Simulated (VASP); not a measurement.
# Ni3O4 (Cmmm) in VASP: further runs

Runs on Ni3O4. Level: PBEsol. Tasks: single point.

Everything below comes from runs of VASP 6.6.1. Logs are shortened: lines on timing, memory, paths and dates and some standing lists are left out, and cuts for length are marked.

### Step 1. The cell of the first run

Symmetry: Cmmm, No. 65, orthorhombic system. Conventional cell: a = 6.024 Å, b = 8.083 Å, c = 2.933 Å, α = 90.00°, β = 90.00°, γ = 90.00°. Ni (site symmetry 2/m) has 6 O at 2.03 to 2.10 Å within 2.7 Å. Within 2.5 Å of Ni (site symmetry mmm) lie 6 O at 1.92 to 1.94 Å. O (site symmetry 2mm) has 4 Ni at 1.94 to 2.03 Å and 1 O at 2.56 Å within 2.6 Å. Within 2.5 Å of O (site symmetry m2m) lie 5 Ni at 1.92 to 2.10 Å.

### Step 2. Single point, PBEsol (strain +0.030 along x and y, +0.030 along z)

Input file INCAR:

```
ALGO = Normal
EDIFF = 1E-6
ENCUT = 520
GGA = PS
ISIF = 2
ISMEAR = 0
LASPH = T
LCHARG = F
LREAL = F
LWAVE = F
NBANDS = 36
NELM = 60
PREC = Accurate
SIGMA = 0.15
```

Input file KPOINTS:

```
k-points
0
Gamma
  8 8 14
```

Input file POSCAR:

```
Ni3O4
1.0
    3.0119593289     -4.0415383901      0.0000000000
    3.0119593289      4.0415383901      0.0000000000
    0.0000000000      0.0000000000      2.9326825337
Ni O
3 4
Direct
    0.5000000000      0.0000000000      0.5000000000
    0.0000000000      0.5000000000      0.5000000000
    0.0000000000      0.0000000000      0.0000000000
    0.7878888826      0.7878888826      0.5000000000
    0.2121111174      0.2121111174      0.5000000000
    0.2371644473      0.7628355527      0.0000000000
    0.7628355527      0.2371644473      0.0000000000
```

Potentials or basis: VASP PAW PBE potentials, release 64 (Ni, O).

On the command line:

```sh
> cat potpaw_PBE.64/Ni/POTCAR potpaw_PBE.64/O/POTCAR > POTCAR
> mpirun -np 1 vasp_std > vasp.out
```

OUTCAR:

```text
EDIFF = 1E-6
   ENCUT = 520
   GGA = PS
   ISIF = 2
   ISMEAR = 0
   LASPH = T
   LREAL = F
   NELM = 60
   PREC = Accurate

 ion  position               nearest neighbor table
   1  0.500  0.000  0.500-   4 2.03   5 2.03   6 2.10   7 2.10   6 2.10   7 2.10   3 2.92   3 2.92
                             3 2.92   3 2.92   2 3.01   2 3.01
   2  0.000  0.500  0.500-   4 2.03   5 2.03   6 2.10   7 2.10   6 2.10   7 2.10   3 2.92   3 2.92
                             3 2.92   3 2.92   1 3.01   1 3.01
   3  0.000  0.000  0.000-   6 1.92   7 1.92   4 1.94   5 1.94   4 1.94   5 1.94   1 2.92   2 2.92
                             1 2.92   2 2.92   2 2.92   2 2.92   1 2.92   1 2.92
   4  0.788  0.788  0.500-   3 1.94   3 1.94   1 2.03   2 2.03
   5  0.212  0.212  0.500-   3 1.94   3 1.94   1 2.03   2 2.03
   6  0.237  0.763  0.000-   3 1.92   2 2.10   1 2.10   1 2.10   2 2.10
   7  0.763  0.237  0.000-   3 1.92   2 2.10   1 2.10   1 2.10   2 2.10

  LATTYP: Found a base centered orthorhombic cell.
 ALAT       =     6.0239186578
 B/A-ratio  =     1.3418303333
 C/A-ratio  =     0.4868396637

  Lattice vectors:

 A1 = (   3.0119593289,  -4.0415383901,   0.0000000000)
 A2 = (   3.0119593289,   4.0415383901,   0.0000000000)
 A3 = (   0.0000000000,   0.0000000000,   2.9326825337)

Analysis of symmetry for initial positions (statically):
=====================================================================
 Subroutine PRICEL returns:
 Original cell was already a primitive cell.

 Routine SETGRP: Setting up the symmetry group for a
 base centered orthorhombic supercell.

 Subroutine GETGRP returns: Found  8 space group operations
 (whereof  8 operations were pure point group operations)
 out of a pool of  8 trial point group operations.

The static configuration has the point symmetry D_2h.

Analysis of symmetry for dynamics (positions and initial velocities):
=====================================================================
 Subroutine PRICEL returns:
 Original cell was already a primitive cell.

 Routine SETGRP: Setting up the symmetry group for a
 base centered orthorhombic supercell.

 Subroutine GETGRP returns: Found  8 space group operations
 (whereof  8 operations were pure point group operations)
 out of a pool of  8 trial point group operations.

The dynamic configuration has the point symmetry D_2h.

 Subroutine INISYM returns: Found  8 space group operations
 (whereof  8 operations are pure point group operations),
 and found     1 'primitive' translations

----------------------------------------------------------------------------------------

                                     Primitive cell

  volume of cell :      71.3988

  direct lattice vectors                    reciprocal lattice vectors
     3.011959329 -4.041538390  0.000000000     0.166004898 -0.123715267  0.000000000
     3.011959329  4.041538390  0.000000000     0.166004898  0.123715267  0.000000000
     0.000000000  0.000000000  2.932682534     0.000000000  0.000000000  0.340984743

  length of vectors
     5.040429700  5.040429700  2.932682534     0.207034039  0.207034039  0.340984743

  position of ions in fractional coordinates (direct lattice)
     0.500000000  0.000000000  0.500000000
     0.000000000  0.500000000  0.500000000
     0.000000000  0.000000000  0.000000000
     0.787888883  0.787888883  0.500000000
     0.212111117  0.212111117  0.500000000
     0.237164447  0.762835553  0.000000000
     0.762835553  0.237164447  0.000000000

  ion indices of the primitive-cell ions
   primitive index   ion index
                 1           1
                 2           2
                 3           3
                 4           4
                 5           5
                 6           6
                 7           7

----------------------------------------------------------------------------------------

 KPOINTS: k-points

Automatic generation of k-mesh.
 Grid dimensions read from file:
 generate k-points for:    8    8   14

 Generating k-lattice:

  Cartesian coordinates                     Fractional coordinates (reciprocal lattice)
     0.020750612 -0.015464408  0.000000000     0.125000000  0.000000000  0.000000000
     0.020750612  0.015464408  0.000000000     0.000000000  0.125000000  0.000000000
     0.000000000  0.000000000  0.024356053     0.000000000  0.000000000  0.071428571

  Length of vectors
     0.025879255  0.025879255  0.024356053

  Shift w.r.t. Gamma in fractional coordinates (k-lattice)
     0.000000000  0.000000000  0.000000000

 Subroutine IBZKPT returns following result:
 ===========================================

 Found    168 irreducible k-points:

 Following reciprocal coordinates:
            Coordinates               Weight
  0.000000  0.000000  0.000000      1.000000
  0.125000 -0.000000  0.000000      4.000000
  0.250000 -0.000000  0.000000      4.000000
  0.375000 -0.000000  0.000000      4.000000
  0.500000 -0.000000  0.000000      2.000000
  0.125000  0.125000  0.000000      2.000000
[... 16 lines left out ...]
  0.125000 -0.000000  0.071429      8.000000
  0.250000 -0.000000  0.071429      8.000000
 [... further k-points ...]
   k-points           NKPTS =    168   k-points in BZ     NKDIM =    168   number of bands    NBANDS=     36
   number of dos      NEDOS =    301   number of ions     NIONS =      7
   total plane-waves  NPLWV =  38400
   dimension x,y,z NGX =    40 NGY =   40 NGZ =   24
   dimension x,y,z NGXF=    80 NGYF=   80 NGZF=   48
   ions per type =               3   4
   NGX,Y,Z   is equivalent  to a cutoff of  13.19, 13.19, 13.60 a.u.
   NGXF,Y,Z  is equivalent  to a cutoff of  26.39, 26.39, 27.21 a.u.
 SYSTEM =  unknown system
   PREC   = accura    normal or accurate (medium, high low for compatibility)
   ISTART =      0    job   : 0-new  1-cont  2-samecut
   ICHARG =      2    charge: 1-file 2-atom 10-const
   ISPIN  =      1    spin polarized calculation?
   LNONCOLLINEAR =      F non collinear calculations
   LSORBIT =      F    spin-orbit coupling
   LASPH  =      T    aspherical Exc in radial PAW
   ENCUT  =  520.0 eV  38.22 Ry    6.18 a.u.   9.37  9.37  5.45*2*pi/ulx,y,z
   NELM   =     60;   NELMIN=  2; NELMDL= -5     # of ELM steps
   EDIFF  = 0.1E-05   stopping-criterion for ELM
   LREAL  =      F    real-space projection
   EDIFFG = 0.1E-04   stopping-criterion for IOM
   NSW    =      0    number of steps for IOM
   IBRION =     -1    ionic relax: 0-MD 1-quasi-New 2-CG
   NFREE  =      0    steps in history (QN), initial steepest desc. (CG)
   ISIF   =      2    stress and relaxation
   ISYM   =      2    0-nonsym 1-usesym 2-fastsym
   POTIM  = 0.5000    time-step for ionic-motion
   TEBEG  =    0.0;   TEEND  =   0.0 temperature during run
   PSTRESS=    0.0 pullay stress
   NELECT =      54.0000    total number of electrons
   NUPDOWN=      -1.0000    fix difference up-down
   EMIN   =  10.00;   EMAX   =-10.00  energy-range for DOS
   EFERMI =   0.00;   METHOD = LEGACY
   ISMEAR =     0;   SIGMA  =   0.15  broadening in eV -4-tet -1-fermi 0-gaus
   EFERMI_NEDOS =   21; number of points for ismear=-14 and -15
   IALGO  =     38    algorithm
   IMIX   =      4    mixing-type and parameters
     AMIX     =   0.40;   BMIX     =  1.00
     AMIX_MAG =   1.60;   BMIX_MAG =  1.00
  volume/ion in A,a.u.               =      10.20        68.83
  Fermi-wavevector in a.u.,A,eV,Ry     =   1.491566  2.818651 30.269820  2.224769
  Thomas-Fermi vector in A             =   2.604205
   LORBIT       =      0    0 simple, 1 ext, 2 COOP (PROOUT), +10 PAW based schemes
   GGA     = PS    functional components
   LHFCALC =     F    Hartree Fock is set to
   AEXX    =    0.0000 exact exchange contribution
   IVDW    =     0    specifies the selected vdW correction
   LEPSILON=     F    determine dielectric tensor
   LRPA    =     F    only Hartree local field effects (RPA)
 non-spin polarized calculation
 Gauss-broadening in eV      SIGMA  =   0.15
  energy-cutoff  :      520.00
  volume of cell :       71.40
 maximum number of plane-waves:      1937
 NGX is ok and might be reduce to    40
   NGX = 19   NGY = 19   NGZ = 11

 number of electron      54.0000018 magnetization

 Free energy of the ion-electron system (eV)
  ---------------------------------------------------
  ext. energy  EPLUGINS =         0.00000000
  ---------------------------------------------------
  free energy    TOTEN  =       -43.94156837 eV

  energy without entropy =      -43.88570625  energy(sigma->0) =      -43.91363731

 E-fermi :   5.1791     XC(G=0): -11.7428

 val. band max:        5.1784966910   @ k =  -0.1250   0.1250   0.4286
 cond. band min:       5.1792482866   @ k =   0.3750   0.3750   0.0714
 fundamental gap:      0.0007515956
 Fermi energy:         5.1790551723

 k-point     1 :       0.0000    0.0000    0.0000
  band No.  band energies     occupation
      1     -14.8371      2.00000
      2     -13.3837      2.00000
      3     -13.1835      2.00000
      4     -13.0993      2.00000
      5      -2.5821      2.00000
      6      -1.7500      2.00000
[... 28 lines left out ...]
     35      14.1152      0.00000
     36      15.4860      0.00000

 k-point     2 :       0.1250   -0.0000    0.0000
  band No.  band energies     occupation
      1     -14.8036      2.00000
      2     -13.4212      2.00000
      3     -13.1925      2.00000
      4     -13.1023      2.00000
      5      -2.4805      2.00000
      6      -1.6711      2.00000
[... 28 lines left out ...]
     35      14.2357      0.00000
     36      15.5199      0.00000
[... 817 lines left out ...]
     35      14.3721      0.00000
     36      15.4963      0.00000

 k-point    24 :       0.2500   -0.0000    0.0714
  band No.  band energies     occupation
      1     -14.6736      2.00000
      2     -13.5180      2.00000
      3     -13.1933      2.00000
      4     -13.1076      2.00000
      5      -2.1616      2.00000
      6      -1.3931      2.00000
[... 28 lines left out ...]
     35      14.5807      0.00000
     36      15.6803      0.00000

 [... further k-points ...]

------------------------ aborting loop because EDIFF is reached ----------------------------------------

  FORCE on cell =-STRESS in cart. coord.  units (eV):
  Direction    XX          YY          ZZ          XY          YZ          ZX
  --------------------------------------------------------------------------------------
  -------------------------------------------------------------------------------------
  Total       -6.6783319     -7.6877117     -7.3131102      0.0000000      0.0000000      0.0000000
  in kB     -149.8606883   -172.5110074   -164.1050103      0.0000000      0.0000000      0.0000000
  external PRESSURE =    -162.1589020 kB  Pullay stress =       0.0000000 kB

 VOLUME and BASIS-vectors are now :
 -----------------------------------------------------------------------------
  energy-cutoff  :      520.00
  volume of cell :       71.40
      direct lattice vectors                 reciprocal lattice vectors
     3.011959329 -4.041538390  0.000000000     0.166004898 -0.123715267  0.000000000
     3.011959329  4.041538390  0.000000000     0.166004898  0.123715267  0.000000000
     0.000000000  0.000000000  2.932682534     0.000000000  0.000000000  0.340984743

 POSITION                                       TOTAL-FORCE (eV/Angst)
 -----------------------------------------------------------------------------------
      1.50598     -2.02077      1.46634        -0.000000      0.000000      0.000000
      1.50598      2.02077      1.46634        -0.000000      0.000000      0.000000
      0.00000      0.00000      0.00000        -0.000000     -0.000000      0.000000
      4.74618      0.00000      1.46634         0.750281      0.000000     -0.000000
      1.27774      0.00000      1.46634        -0.750281      0.000000      0.000000
      3.01196      2.12452      0.00000        -0.000000      0.620906      0.000000
      3.01196     -2.12452      0.00000        -0.000000     -0.620906      0.000000
 -----------------------------------------------------------------------------------
    total drift:                                0.000000      0.000000     -0.000000

  FREE ENERGIE OF THE ION-ELECTRON SYSTEM (eV)
  ---------------------------------------------------
  free  energy   TOTEN  =       -43.9415683723 eV

  energy  without entropy=      -43.8857062466  energy(sigma->0) =      -43.91363731
```

It took 12 min on 1 thread of Intel Xeon 8259CL, shared host; peak memory 0.43 GiB.

Results:

| Property | Result |
| --- | --- |
| Free energy | -43.9416 eV |
| Pressure | -16.2 GPa |
| Largest force | 0.750 eV/Å |
| Band gap on the k mesh | zero (bands 27 and 28 overlap by 0.32 eV) |

Forces in eV/Å, atoms in the order of the input:
```
Ni   0.000  0.000  0.000
Ni   0.000  0.000  0.000
Ni   0.000  0.000  0.000
O    0.750  0.000  0.000
O   -0.750  0.000  0.000
O    0.000  0.621  0.000
O    0.000 -0.621  0.000
```

Stress tensor (GPa, compression positive):
```
-14.99   0.00   0.00
  0.00 -17.25   0.00
  0.00   0.00 -16.41
```

Caveat: the cell differs from its parent crystal (strain +0.030 along x and y, +0.030 along z); the cell stands under tension; the PAW data sets were made with another functional, which shifts forces and pressure a little; the run has no spin polarisation, though such a crystal can be magnetic; semilocal functionals often make such compounds metallic where correlation or magnetic order opens a gap, which also shifts bond lengths.

### Step 3. Single point, PBEsol (strain -0.030 along x and y, +0.015 along z)

Input file INCAR:

```
  PREC = Accurate
  ENCUT = 520
  EDIFF = 1E-7
  ISMEAR = 0
  SIGMA = 0.15
  LREAL = F
  LASPH = T
  NELM = 60
  ALGO = Normal
  ISIF = 2
  LWAVE = F
  LCHARG = T
  GGA = PS
  LELF = T
  LVHAR = T
  NBANDS = 36
```

Input file KPOINTS:

```
regular mesh
0
Gamma
  8 8 14
```

Edit POSCAR of step 2 so:

```diff
@@ -2,5 +2,5 @@
 1.0
-    3.0119593289     -4.0415383901      0.0000000000
-    3.0119593289      4.0415383901      0.0000000000
-    0.0000000000      0.0000000000      2.9326825337
+    2.8365053875     -3.8061089693      0.0000000000
+    2.8365053875      3.8061089693      0.0000000000
+    0.0000000000      0.0000000000      2.8899735647
 Ni O
```

Potentials or basis: VASP PAW PBE potentials, release 64 (Ni, O).

On the command line:

```sh
> cat potpaw_PBE.64/Ni/POTCAR potpaw_PBE.64/O/POTCAR > POTCAR
> mpirun -np 1 vasp_std > vasp.out
```

OUTCAR:

```text
PREC = Accurate
   ENCUT = 520
   EDIFF = 1E-7
   ISMEAR = 0
   LREAL = F
   LASPH = T
   NELM = 60
   ISIF = 2
   GGA = PS

 ion  position               nearest neighbor table
   1  0.500  0.000  0.500-   4 1.92   5 1.92   6 2.03   7 2.03   6 2.03   7 2.03   3 2.78   3 2.78
                             3 2.78   3 2.78   2 2.84   2 2.84
   2  0.000  0.500  0.500-   4 1.92   5 1.92   6 2.03   7 2.03   6 2.03   7 2.03   3 2.78   3 2.78
                             3 2.78   3 2.78   1 2.84   1 2.84
   3  0.000  0.000  0.000-   6 1.81   7 1.81   4 1.88   5 1.88   4 1.88   5 1.88   1 2.78   2 2.78
                             1 2.78   2 2.78   2 2.78   2 2.78   1 2.78   1 2.78
   4  0.788  0.788  0.500-   3 1.88   3 1.88   1 1.92   2 1.92
[... 1150 lines left out ...]
  Total        4.2941788      6.8377226      2.7581459     -0.0000000      0.0000000      0.0000000
  in kB      110.2559436    175.5631497     70.8172607     -0.0000000      0.0000000      0.0000000
  external PRESSURE =     118.8787846 kB  Pullay stress =       0.0000000 kB

 VOLUME and BASIS-vectors are now :
 -----------------------------------------------------------------------------
  energy-cutoff  :      520.00
  volume of cell :       62.40
      direct lattice vectors                 reciprocal lattice vectors
     2.836505387 -3.806108969  0.000000000     0.176273242 -0.131367757  0.000000000
     2.836505387  3.806108969  0.000000000     0.176273242  0.131367757  0.000000000
     0.000000000  0.000000000  2.889973565     0.000000000  0.000000000  0.346023926

 POSITION                                       TOTAL-FORCE (eV/Angst)
 -----------------------------------------------------------------------------------
      1.41825     -1.90305      1.44499         0.000000      0.000000      0.000000
      1.41825      1.90305      1.44499         0.000000      0.000000      0.000000
      0.00000      0.00000      0.00000        -0.000000      0.000000      0.000000
      4.46970      0.00000      1.44499        -0.502630      0.000000      0.000000
      1.20331      0.00000      1.44499         0.502630      0.000000      0.000000
      2.83651      2.00076      0.00000         0.000000     -0.807664      0.000000
      2.83651     -2.00076      0.00000         0.000000      0.807664      0.000000
 -----------------------------------------------------------------------------------
    total drift:                                0.000000      0.000000      0.000000

  FREE ENERGIE OF THE ION-ELECTRON SYSTEM (eV)
  ---------------------------------------------------
  free  energy   TOTEN  =       -44.1070511829 eV

  energy  without entropy=      -44.0528310073  energy(sigma->0) =      -44.07994110
```

OSZICAR:

```text
N       E                     dE             d eps       ncg     rms          rms(c)
DAV:   1     0.561743413742E+03    0.56174E+03   -0.25891E+04 12200   0.196E+03
DAV:   2     0.241255431817E+02   -0.53762E+03   -0.50351E+03 12636   0.457E+02
DAV:   3    -0.522302991825E+02   -0.76356E+02   -0.73774E+02 13180   0.189E+02
DAV:   4    -0.552078115208E+02   -0.29775E+01   -0.29502E+01 14428   0.385E+01
[... 17 lines left out ...]
DAV:  22    -0.441070820138E+02    0.32771E-03   -0.75965E-04 17928   0.379E-01    0.623E-02
DAV:  23    -0.441070556803E+02    0.26333E-04   -0.63485E-05 18628   0.840E-02    0.402E-02
DAV:  24    -0.441070514807E+02    0.41996E-05   -0.20048E-05 20672   0.611E-02    0.525E-03
DAV:  25    -0.441070512041E+02    0.27653E-06   -0.29614E-06 15084   0.177E-02    0.709E-03
DAV:  26    -0.441070511829E+02    0.21251E-07   -0.18020E-07  8024   0.457E-03
   1 F= -.44107051E+02 E0= -.44079941E+02  d E =-.542202E-01
```

stdout:

```text
POSCAR found type information on POSCAR NiO
 POSCAR found :  2 types and       7 ions
 scaLAPACK will be used
 -----------------------------------------------------------------------------
|                                                                             |
|                                                                             |
|     You enforced a specific xc type in the INCAR file but a different       |
|     I HOPE YOU KNOW WHAT YOU ARE DOING!                                     |
|                                                                             |
 -----------------------------------------------------------------------------

 LDA part: xc-table for (Slater+PW92), standard interpolation
 POSCAR, INCAR and KPOINTS ok, starting setup
 FFT: planning ... GRIDC
 FFT: planning ... GRID_SOFT
 FFT: planning ... GRID
 WAVECAR not read
 entering main loop
```

Run time: 4 min. Hardware: 1 thread of Intel Xeon 6975P-C (Granite Rapids), shared host; peak memory 0.39 GiB.

What came out:

- Free energy: -44.1071 eV
- Pressure: 11.9 GPa
- Largest force: 0.808 eV/Å
- Band gap on the k mesh: zero (bands 27 and 28 overlap by 0.38 eV)

Forces on the atoms (eV/Å):
```
Ni   0.000  0.000  0.000
Ni   0.000  0.000  0.000
Ni   0.000  0.000  0.000
O   -0.503  0.000  0.000
O    0.503  0.000  0.000
O    0.000 -0.808  0.000
O    0.000  0.808  0.000
```

Stress tensor (GPa, compression positive):
```
11.03  0.00  0.00
 0.00 17.56  0.00
 0.00  0.00  7.08
```

Caveat: the cell differs from its parent crystal (strain -0.030 along x and y, +0.015 along z); the cell stands under pressure; the PAW data sets were made with another functional, which shifts forces and pressure a little; the run has no spin polarisation, though such a crystal can be magnetic; semilocal functionals often make such compounds metallic where correlation or magnetic order opens a gap, which also shifts bond lengths.

(Continued in part 2 of 2.)
